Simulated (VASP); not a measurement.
# ZrF3 (R-3c) in VASP: single point with PBE

Aim: the single point of ZrF3 with PBE.

Everything below comes from runs of VASP 6.6.1. Logs are shortened: lines on timing, memory, paths and dates and some standing lists are left out, and cuts for length are marked.

## 1. The cell of the first run

It takes space group R-3c (No. 167, trigonal). Conventional cell: a = 5.148 Å, b = 5.148 Å, c = 13.849 Å, α = 90.00°, β = 90.00°, γ = 120.00°. Zr (site symmetry -3) has 6 F at 1.95 Å within 2.6 Å. Within 2.6 Å of F (site symmetry 2) lie 2 Zr at 1.95 Å.

## 2. Single point, PBE

Input file INCAR:

```
SYSTEM = ZrF3
  PREC = Accurate
  ENCUT = 520
  EDIFF = 1E-6
  ISMEAR = 0
  SIGMA = 0.0765
  LREAL = .False.
  LASPH = .True.
  NELM = 100
  ALGO = Normal
  ISIF = 2
  LWAVE = .False.
  LCHARG = .False.
  GGA = PE
  NBANDS = 43
```

Input file KPOINTS:

```
Automatic mesh
0
Gamma
  8 8 8
  0 0 0
```

Input file POSCAR:

```
ZrF3
1.0
    5.1476480000      0.0000000000      0.0000000000
   -2.5738240000      4.4579960000      0.0000000000
   -2.5738240000      1.4859990000      4.6162700000
Zr F
2 6
Direct
    0.0000000000      0.0000000000      0.0000000000
    0.5000000000      0.5000000000      0.5000000000
    0.8523000000      0.3523000000      0.7500000000
    0.6477000000      0.7500000000      0.7500000000
    0.2500000000      0.1477000000      0.7500000000
    0.1477000000      0.6477000000      0.2500000000
    0.3523000000      0.2500000000      0.2500000000
    0.7500000000      0.8523000000      0.2500000000
```

Potentials or basis: VASP PAW PBE potentials, release 64 (Zr_sv, F).

On the command line:

```console
> cat potpaw_PBE.64/Zr_sv/POTCAR potpaw_PBE.64/F/POTCAR > POTCAR
> mpirun -np 1 vasp_std > vasp.out
```

OUTCAR:

```text
SYSTEM = ZrF3
   PREC = Accurate
   ENCUT = 520
   EDIFF = 1E-6
   ISMEAR = 0
   LREAL = .False.
   LASPH = .True.
   NELM = 100
   ISIF = 2
   GGA = PE

 ion  position               nearest neighbor table
   1  0.000  0.000  0.000-   5 1.95   8 1.95   6 1.95   3 1.95   7 1.95   4 1.95   2 3.76   2 3.76
                             2 3.76   2 3.76   2 3.76   2 3.76
   2  0.500  0.500  0.500-   3 1.95   6 1.95   5 1.95   8 1.95   7 1.95   4 1.95   1 3.76   1 3.76
                             1 3.76   1 3.76   1 3.76   1 3.76
   3  0.852  0.352  0.750-   2 1.95   1 1.95
   4  0.648  0.750  0.750-   1 1.95   2 1.95
   5  0.250  0.148  0.750-   1 1.95   2 1.95
   6  0.148  0.648  0.250-   2 1.95   1 1.95
   7  0.352  0.250  0.250-   1 1.95   2 1.95
   8  0.750  0.852  0.250-   1 1.95   2 1.95

  LATTYP: Found a trigonal (rhomboedric) cell.
 ALAT       =     5.4902381443
 COS(alpha) =     0.5604526697

  Lattice vectors:

 A1 = (   0.0000000000,  -2.9719970000,   4.6162700000)
 A2 = (   2.5738240000,   1.4859990000,   4.6162700000)
 A3 = (  -2.5738240000,   1.4859990000,   4.6162700000)

Analysis of symmetry for initial positions (statically):
=====================================================================
 Subroutine PRICEL returns:
 Original cell was already a primitive cell.

 Routine SETGRP: Setting up the symmetry group for a
 trigonal (rhombohedral) supercell.

 Subroutine GETGRP returns: Found 12 space group operations
 (whereof  6 operations were pure point group operations)
 out of a pool of 12 trial point group operations.

The static configuration has the point symmetry S_6 .
 The point group associated with its full space group is D_3d.

Analysis of symmetry for dynamics (positions and initial velocities):
=====================================================================
 Subroutine PRICEL returns:
 Original cell was already a primitive cell.

 Routine SETGRP: Setting up the symmetry group for a
 trigonal (rhombohedral) supercell.

 Subroutine GETGRP returns: Found 12 space group operations
 (whereof  6 operations were pure point group operations)
 out of a pool of 12 trial point group operations.

The dynamic configuration has the point symmetry S_6 .
 The point group associated with its full space group is D_3d.

 Subroutine INISYM returns: Found 12 space group operations
 (whereof  6 operations are pure point group operations),
 and found     1 'primitive' translations

----------------------------------------------------------------------------------------

                                     Primitive cell

  volume of cell :     105.9351

  direct lattice vectors                    reciprocal lattice vectors
     5.147648000  0.000000000  0.000000000     0.194263477  0.112158019  0.072208362
    -2.573824000  4.457996000  0.000000000     0.000000000  0.224316038 -0.072208386
    -2.573824000  1.485999000  4.616270000     0.000000000  0.000000000  0.216625111

  length of vectors
     5.147648000  5.147649786  5.490237857     0.235651793  0.235651726  0.216625111

  position of ions in fractional coordinates (direct lattice)
     0.000000000  0.000000000  0.000000000
     0.500000000  0.500000000  0.500000000
     0.852300000  0.352300000  0.750000000
     0.647700000  0.750000000  0.750000000
     0.250000000  0.147700000  0.750000000
     0.147700000  0.647700000  0.250000000
     0.352300000  0.250000000  0.250000000
     0.750000000  0.852300000  0.250000000

  ion indices of the primitive-cell ions
   primitive index   ion index
                 1           1
                 2           2
                 3           3
                 4           4
                 5           5
                 6           6
                 7           7
                 8           8

----------------------------------------------------------------------------------------

 KPOINTS: Automatic mesh

Automatic generation of k-mesh.
 Grid dimensions read from file:
 generate k-points for:    8    8    8

 Generating k-lattice:

  Cartesian coordinates                     Fractional coordinates (reciprocal lattice)
     0.024282935  0.014019752  0.009026045     0.125000000  0.000000000  0.000000000
     0.000000000  0.028039505 -0.009026048     0.000000000  0.125000000  0.000000000
     0.000000000  0.000000000  0.027078139     0.000000000  0.000000000  0.125000000

  Length of vectors
     0.029456474  0.029456466  0.027078139

  Shift w.r.t. Gamma in fractional coordinates (k-lattice)
     0.000000000  0.000000000  0.000000000

 Subroutine IBZKPT returns following result:
 ===========================================

 Found     65 irreducible k-points:

 Following reciprocal coordinates:
            Coordinates               Weight
  0.000000  0.000000  0.000000      1.000000
  0.125000  0.000000  0.000000      6.000000
  0.250000  0.000000  0.000000      6.000000
  0.375000  0.000000  0.000000      6.000000
  0.500000  0.000000  0.000000      3.000000
  0.125000  0.125000  0.000000      6.000000
[... 16 lines left out ...]
  0.125000  0.000000  0.125000      6.000000
  0.250000  0.000000  0.125000      6.000000
 [... further k-points ...]
   k-points           NKPTS =     65   k-points in BZ     NKDIM =     65   number of bands    NBANDS=     43
   number of dos      NEDOS =    301   number of ions     NIONS =      8
   total plane-waves  NPLWV =  67200
   dimension x,y,z NGX =    40 NGY =   40 NGZ =   42
   dimension x,y,z NGXF=    80 NGYF=   80 NGZF=   84
   ions per type =               2   6
   NGX,Y,Z   is equivalent  to a cutoff of  12.92, 12.92, 12.72 a.u.
   NGXF,Y,Z  is equivalent  to a cutoff of  25.84, 25.84, 25.44 a.u.
 SYSTEM =  ZrF3
   PREC   = accura    normal or accurate (medium, high low for compatibility)
   ISTART =      0    job   : 0-new  1-cont  2-samecut
   ICHARG =      2    charge: 1-file 2-atom 10-const
   ISPIN  =      1    spin polarized calculation?
   LNONCOLLINEAR =      F non collinear calculations
   LSORBIT =      F    spin-orbit coupling
   LASPH  =      T    aspherical Exc in radial PAW
   ENCUT  =  520.0 eV  38.22 Ry    6.18 a.u.   9.57  9.57 10.21*2*pi/ulx,y,z
   NELM   =    100;   NELMIN=  2; NELMDL= -5     # of ELM steps
   EDIFF  = 0.1E-05   stopping-criterion for ELM
   LREAL  =      F    real-space projection
   EDIFFG = 0.1E-04   stopping-criterion for IOM
   NSW    =      0    number of steps for IOM
   IBRION =     -1    ionic relax: 0-MD 1-quasi-New 2-CG
   NFREE  =      0    steps in history (QN), initial steepest desc. (CG)
   ISIF   =      2    stress and relaxation
   ISYM   =      2    0-nonsym 1-usesym 2-fastsym
   POTIM  = 0.5000    time-step for ionic-motion
   TEBEG  =    0.0;   TEEND  =   0.0 temperature during run
   PSTRESS=    0.0 pullay stress
   NELECT =      66.0000    total number of electrons
   NUPDOWN=      -1.0000    fix difference up-down
   EMIN   =  10.00;   EMAX   =-10.00  energy-range for DOS
   EFERMI =   0.00;   METHOD = LEGACY
   ISMEAR =     0;   SIGMA  =   0.08  broadening in eV -4-tet -1-fermi 0-gaus
   EFERMI_NEDOS =   21; number of points for ismear=-14 and -15
   IALGO  =     38    algorithm
   IMIX   =      4    mixing-type and parameters
     AMIX     =   0.40;   BMIX     =  1.00
     AMIX_MAG =   1.60;   BMIX_MAG =  1.00
  volume/ion in A,a.u.               =      13.24        89.36
  Fermi-wavevector in a.u.,A,eV,Ry     =   1.398222  2.642257 26.599740  1.955026
  Thomas-Fermi vector in A             =   2.521402
   LORBIT       =      0    0 simple, 1 ext, 2 COOP (PROOUT), +10 PAW based schemes
   GGA     = PE    functional components
   LHFCALC =     F    Hartree Fock is set to
   AEXX    =    0.0000 exact exchange contribution
   IVDW    =     0    specifies the selected vdW correction
   LEPSILON=     F    determine dielectric tensor
   LRPA    =     F    only Hartree local field effects (RPA)
 non-spin polarized calculation
 Gauss-broadening in eV      SIGMA  =   0.08
  energy-cutoff  :      520.00
  volume of cell :      105.94
 maximum number of plane-waves:      2892
 NGX is ok and might be reduce to    40
   NGX = 19   NGY = 19   NGZ = 21

 number of electron      65.9999995 magnetization

 Free energy of the ion-electron system (eV)
  ---------------------------------------------------
  ext. energy  EPLUGINS =         0.00000000
  ---------------------------------------------------
  free energy    TOTEN  =       -50.84765231 eV

  energy without entropy =      -50.82732465  energy(sigma->0) =      -50.83748848

 E-fermi :   8.2061     XC(G=0):  -9.6741

 val. band max:        8.1997940909   @ k =   0.2500   0.5000   0.2500
 cond. band min:       8.2166965020   @ k =   0.2500   0.2500   0.0000
 fundamental gap:      0.0169024111
 Fermi energy:         8.2060611054

 k-point     1 :       0.0000    0.0000    0.0000
  band No.  band energies     occupation
      1     -43.2108      2.00000
      2     -43.1388      2.00000
      3     -23.8805      2.00000
      4     -23.7426      2.00000
      5     -23.7426      2.00000
      6     -21.7197      2.00000
[... 35 lines left out ...]
     42      12.4782      0.00000
     43      15.3039      0.00000

 k-point     2 :       0.1250    0.0000    0.0000
  band No.  band energies     occupation
      1     -43.2080      2.00000
      2     -43.1415      2.00000
      3     -23.8371      2.00000
      4     -23.7038      2.00000
      5     -23.7036      2.00000
      6     -21.9747      2.00000
[... 35 lines left out ...]
     42      12.6417      0.00000
     43      15.0053      0.00000

 k-point     3 :       0.2500    0.0000    0.0000
  band No.  band energies     occupation
      1     -43.2002      2.00000
      2     -43.1493      2.00000
      3     -23.7074      2.00000
      4     -23.5875      2.00000
      5     -23.5866      2.00000
      6     -22.4173      2.00000
[... 919 lines left out ...]
      6     -22.4064      2.00000
[... 35 lines left out ...]
     42      12.6933      0.00000
     43      14.2551      0.00000

 k-point    24 :       0.2500    0.0000    0.1250
  band No.  band energies     occupation
      1     -43.1950      2.00000
      2     -43.1545      2.00000
      3     -23.7755      2.00000
      4     -23.4418      2.00000
      5     -23.3831      2.00000
      6     -22.8240      2.00000
[... 35 lines left out ...]
     42      13.1493      0.00000
     43      13.8203      0.00000

 [... further k-points ...]

------------------------ aborting loop because EDIFF is reached ----------------------------------------

  FORCE on cell =-STRESS in cart. coord.  units (eV):
  Direction    XX          YY          ZZ          XY          YZ          ZX
  --------------------------------------------------------------------------------------
  -------------------------------------------------------------------------------------
  Total       27.2170242     27.2170493     30.8867464     -0.0000000      0.0000022     -0.0000000
  in kB      411.6342497    411.6346306    467.1356656     -0.0000000      0.0000337     -0.0000000
  external PRESSURE =     430.1348486 kB  Pullay stress =       0.0000000 kB

 VOLUME and BASIS-vectors are now :
 -----------------------------------------------------------------------------
  energy-cutoff  :      520.00
  volume of cell :      105.94
      direct lattice vectors                 reciprocal lattice vectors
     5.147648000  0.000000000  0.000000000     0.194263477  0.112158019  0.072208362
    -2.573824000  4.457996000  0.000000000     0.000000000  0.224316038 -0.072208386
    -2.573824000  1.485999000  4.616270000     0.000000000  0.000000000  0.216625111

 POSITION                                       TOTAL-FORCE (eV/Angst)
 -----------------------------------------------------------------------------------
      0.00000      0.00000      0.00000         0.000000     -0.000000     -0.000000
      0.00000      2.97200      2.30814         0.000000     -0.000000     -0.000000
      1.55021      2.68505      3.46220         0.724625      1.255088     -0.000000
     -0.52660      4.45800      3.46220        -1.449250     -0.000000      0.000000
     -1.02361      1.77295      3.46220         0.724625     -1.255088      0.000000
     -1.55021      3.25894      1.15407        -0.724625     -1.255088      0.000000
      0.52660      1.48600      1.15407         1.449250     -0.000000      0.000000
      1.02361      4.17105      1.15407        -0.724625      1.255088     -0.000000
 -----------------------------------------------------------------------------------
    total drift:                                0.000000     -0.000000     -0.000000

  FREE ENERGIE OF THE ION-ELECTRON SYSTEM (eV)
  ---------------------------------------------------
  free  energy   TOTEN  =       -50.8476523077 eV

  energy  without entropy=      -50.8273246508  energy(sigma->0) =      -50.83748848
```

It took 4.8 min on 1 thread of Intel Xeon Platinum 8259CL at 2.50GHz (Skylake/Cascade Lake), shared host; peak memory 0.38 GiB.

What came out:

| Quantity | Value |
| --- | --- |
| Free energy | -50.8477 eV |
| Pressure | 43.0 GPa |
| Largest force | 1.449 eV/Å |
| Band gap on the k mesh | zero (bands 33 and 34 overlap by 1.11 eV) |

Forces in eV/Å, atoms in the order of the input:
```
Zr   0.000  0.000  0.000
Zr   0.000  0.000  0.000
F    0.725  1.255  0.000
F   -1.449  0.000  0.000
F    0.725 -1.255  0.000
F   -0.725 -1.255  0.000
F    1.449  0.000  0.000
F   -0.725  1.255  0.000
```

Stress tensor (GPa, compression positive):
```
41.16  0.00  0.00
 0.00 41.16  0.00
 0.00  0.00 46.71
```

Levels at points of the mesh, in eV from the Fermi level:
```tsv
k point	band 31	band 32	band 33	band 34	band 35	band 36
(0.00, 0.00, 0.00)	-9.14	-9.14	-0.45	-0.45	-0.40	-0.20
(0.50, 0.00, 0.00)	-9.23	-9.23	0.52	0.52	0.61	0.61
(0.50, 0.50, 0.00)	-9.25	-9.10	-0.42	0.02	0.49	0.54
(0.00, 0.00, 0.50)	-9.28	-9.28	0.67	0.67	0.67	0.67
```

Caveat: the cell stands under pressure; forces of over 1 eV/Å act on the atoms, so gaps and moduli don't describe the material at rest.
